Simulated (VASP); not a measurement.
Here is a VASP 6.6.1 calculation.

Contents of INCAR:

```
SYSTEM = GdZn
PREC = Accurate
ENCUT = 520
EDIFF = 1E-6
ISMEAR = -1
SIGMA = 0.05
LREAL = .FALSE.
LASPH = .TRUE.
NELM = 150
ALGO = Normal
ISIF = 2
LWAVE = .FALSE.
LCHARG = .FALSE.
ISPIN = 2
MAGMOM = 7 0
LORBIT = 11
LMAXMIX = 6
GGA = CA
NBANDS = 26
```

Contents of KPOINTS:

```
regular mesh
0
G
  11 11 11
  0 0 0
```

POSCAR

```
GdZn
1.0
    3.6656107230      0.0000000000      0.0000000000
    0.0000000000      3.6656107230      0.0000000000
    0.0000000000      0.0000000000      3.6656107230
Gd Zn
1 1
Direct
    0.0000000000      0.0000000000      0.0000000000
    0.5000000000      0.5000000000      0.5000000000
```

Potentials or basis: VASP PAW PBE potentials, release 64 (Gd, Zn).

Launch:

```sh
$ cat potpaw_PBE.64/Gd/POTCAR potpaw_PBE.64/Zn/POTCAR > POTCAR
$ mpirun -np 1 vasp_std > vasp.out
```

Q: Estimate the pressure.

A: -7.1 GPa.

Q: What does it give for the site moments?

A: Gd +6.83; Zn +0.01 μB.

Caveat: the cell stands under tension; the PAW data sets were made with another functional, which shifts forces and pressure a little. The state reached can hang on the start; a lower one may exist.
